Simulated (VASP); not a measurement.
**Sn2GeP2: relaxation of cell and atoms with PBE**

Crystal: Sn2GeP2.

```
Sn Ge P
1.0
    -2.92615    2.92615    3.78712
     2.92615   -2.92615    3.78712
     2.92615    2.92615   -3.78712
Sn Ge P
2 1 2
Direct
  0.20550 0.20550 0.00000
  0.79450 0.79450 0.00000
  0.50000 0.50000 0.00000
  0.75000 0.25000 0.50000
  0.25000 0.75000 0.50000
```

The cell was generated, and may not be a known phase.

- Program: VASP 6.6.1
- Task: relaxation of cell and atoms
- Functional: PBE
- Potentials or basis: VASP PAW PBE potentials, release 64 (Sn_d, Ge_d, P)
- Cutoff: 600 eV
- k mesh: 4 × 4 × 4
- Occupations: gaussian, width 0.1 eV
- Spin: no spin polarisation
- Dipole correction: no
- Further INCAR settings: ALGO = Normal; EDIFF = 1e-06; IBRION = 2; EDIFFG = -0.04; NSW = 90; ISIF = 3

```json
{
 "Relaxed volume": "23.35 Å³/atom",
 "Relaxed cell": "a = 5.769 Å, b = 5.769 Å, c = 5.769 Å, α = 127.65°, β = 127.65°, γ = 77.19°",
 "Space group after relaxing (to 0.1 Å)": "I4/mmm (No. 139)",
 "Energy gained by relaxing": "631.6 meV/atom",
 "Ionic steps": "13",
 "Pressure after relaxing": "-0.1 GPa",
 "Largest force after relaxing": "0.038 eV/Å",
 "Band gap on the k mesh": "zero (bands 26 and 27 overlap by 2.10 eV)"
}
```

Forces in eV/Å, atoms in the order of the input:
```
Sn   0.000  0.000 -0.038
Sn   0.000  0.000  0.038
Ge   0.000  0.000  0.000
P    0.000  0.000  0.000
P    0.000  0.000  0.000
```

The path:
| step | energy change (eV) | largest force (eV/Å) | pressure (GPa) | volume (Å³) |
| --- | --- | --- | --- | --- |
| 1 | 0.0000 | 5.6388 | 5.04 | 129.71 |
| 2 | -2.3865 | 0.1915 | -6.87 | 142.25 |
| 3 | -2.3205 | 0.3181 | -5.54 | 139.05 |
| 4 | -2.3800 | 0.1439 | -6.63 | 141.51 |
| 5 | -3.0550 | 0.8974 | -1.04 | 120.82 |
| 6 | -3.0626 | 0.9714 | -0.19 | 118.98 |
| 7 | -3.0628 | 0.9902 | 0.01 | 118.53 |
| 8 | -3.1436 | 0.4143 | 0.48 | 116.13 |
| 9 | -3.1504 | 0.1103 | 0.74 | 115.22 |
| 10 | -3.1505 | 0.1386 | 0.72 | 115.30 |
| 11 | -3.1565 | 0.0085 | -0.24 | 117.05 |
| 12 | -3.1565 | 0.0027 | -0.18 | 116.94 |
| 13 | -3.1579 | 0.0384 | -0.08 | 116.77 |

Final structure:
```yaml
crystal:
  lattice:
    - [-2.54455, 2.54455, 4.50871]
    - [2.54455, -2.54455, 4.50871]
    - [2.54455, 2.54455, -4.50871]
  atoms:
    - { symbol: Sn, position: [0.15718, 0.15718, 0.00000] }
    - { symbol: Sn, position: [0.84282, 0.84282, 0.00000] }
    - { symbol: Ge, position: [0.50000, 0.50000, 0.00000] }
    - { symbol: P, position: [0.75000, 0.25000, 0.50000] }
    - { symbol: P, position: [0.25000, 0.75000, 0.50000] }
```

Levels at points of the mesh, in eV from the Fermi level:
```tsv
k point	band 22	band 23	band 24	band 25	band 26	band 27	band 28	band 29	band 30	band 31
(0.00, 0.00, 0.00)	-4.92	-3.38	-2.28	-2.28	-1.63	-1.03	-1.03	-0.21	3.60	3.64
(0.50, 0.00, 0.00)	-4.10	-3.96	-1.81	-1.16	0.32	0.55	1.13	1.20	2.62	2.78
(0.50, 0.50, 0.00)	-2.51	-2.02	-0.74	-0.43	-0.16	-0.06	1.61	2.74	3.27	3.31
(0.50, 0.50, 0.50)	-2.09	-1.82	-1.82	-0.50	-0.32	0.48	0.86	1.24	1.24	3.69
```

Run time: 11 min on 1 thread of Intel(R) Xeon(R) Platinum 8488C (Sapphire Rapids) (shared host), peak memory 0.38 GiB.

Caveat: spin-orbit coupling is left out, which moves the levels of the heavy elements.
